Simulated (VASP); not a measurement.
KBr:

```xyz
2
Lattice="0.0000 3.3024 3.3024 3.3024 0.0000 3.3024 3.3024 3.3024 0.0000" Properties=species:S:1:pos:R:3 pbc="T T T"
K     0.0000    0.0000    0.0000
Br    3.3024    3.3024    3.3024
```

Program: VASP 6.6.1. Alike in all runs: task single point; potentials or basis VASP PAW PBE potentials, release 64 (K_sv, Br); no spin polarisation; cell as given; k mesh 4 × 4 × 4; cutoff (eV) 520.

**Question.** Order these runs on this cell by their band gap on the k mesh, lowest first.
A. level HSE06; smearing gaussian 0.5 eV; share of exact exchange 0.25; screening parameter 0.2079 1/Å
B. level PBE-based screened hybrid with 40 % exact exchange; smearing gaussian 0.01 eV; share of exact exchange 0.4; screening parameter 0.2078 1/Å
C. level PBE-based screened hybrid with 35 % exact exchange; smearing gaussian 0.01 eV; share of exact exchange 0.35; screening parameter 0.1 1/Å
D. level PBE-based screened hybrid with 40 % exact exchange; smearing gaussian 0.01 eV; share of exact exchange 0.4; screening parameter 0.1 1/Å

**Answer.** A (5.59 eV), B (6.31 eV), C (6.56 eV), D (6.87 eV).
